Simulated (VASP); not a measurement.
Ge, 2 atoms in the cell. It takes space group Fd-3m (No. 227, cubic). The conventional cell has a = 5.814 Å, b = 5.814 Å, c = 5.814 Å, α = 90.00°, β = 90.00°, γ = 90.00°. Within 3.3 Å of Ge (site symmetry -43m) lie 4 Ge at 2.52 Å.  This cell differs from its parent crystal: volume scaled by 0.96.

| Item | Value |
| --- | --- |
| Program | VASP 6.6.1 |
| Task | single point |
| Functional | BLYP |
| Potentials or basis | VASP PAW PBE potentials, release 64 (Ge_d) |
| Cutoff | 520 eV |
| k mesh | 9 × 9 × 9 |
| Occupations | fermi-dirac, width 0.05 eV |
| Spin | no spin polarisation |
| Dipole correction | no |
| Further INCAR settings | ALGO = Normal; EDIFF = 1e-06; NBANDS = 21 |

Potentials or basis: VASP PAW PBE potentials, release 64 (Ge_d).

Run with:

```bash
$ cat potpaw_PBE.64/Ge_d/POTCAR > POTCAR
$ mpirun -np 1 vasp_std > vasp.out
```

Hardware: 1 thread of Intel(R) Xeon(R) 6975P-C (Granite Rapids), on a shared host.

Estimate the wall time of this run.

Wall time 15 s on 1 thread of Intel(R) Xeon(R) 6975P-C (Granite Rapids), on a shared host, peak memory 0.18 GiB. Counts: scf iterations 11, k points 35.
